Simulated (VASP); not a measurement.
A run of VASP 6.6.1 is set up as follows.

INCAR

```
SYSTEM = Cu3O
PREC = Accurate
ENCUT = 600
EDIFF = 1E-6
ISMEAR = -4
SIGMA = 0.1
LREAL = .FALSE.
LASPH = .TRUE.
NELM = 120
ALGO = Normal
ISIF = 2
LWAVE = .FALSE.
LCHARG = .FALSE.
GGA = PE
NBANDS = 28
GGA_COMPAT = .FALSE.
```

Contents of KPOINTS:

```
Automatic mesh
0
G
  14 14 14
  0 0 0
```

The input POSCAR:

```
Cu3O
1.0
    0.0000000000      2.8164874911      2.8164874911
    2.8164874911      0.0000000000      2.8164874911
    2.8164874911      2.8164874911      0.0000000000
Cu O
3 1
Direct
    0.2500000000      0.2500000000      0.2500000000
    0.7500000000      0.7500000000      0.7500000000
    0.5000000000      0.5000000000      0.5000000000
    0.0000000000      0.0000000000      0.0000000000
```

Potentials or basis: VASP PAW PBE potentials, release 64 (Cu, O).

Run with:

```bash
$ cat potpaw_PBE.64/Cu/POTCAR potpaw_PBE.64/O/POTCAR > POTCAR
$ mpirun -np 1 vasp_std > vasp.out
```

(1) Predict the pressure.

(2) Estimate the band gap on the k mesh.

Results:

(1) 0.4 GPa.

(2) zero (an odd number of electrons rules out a gap without spin polarisation).

Caveat: tetrahedron occupations give inexact forces and stress in metals.
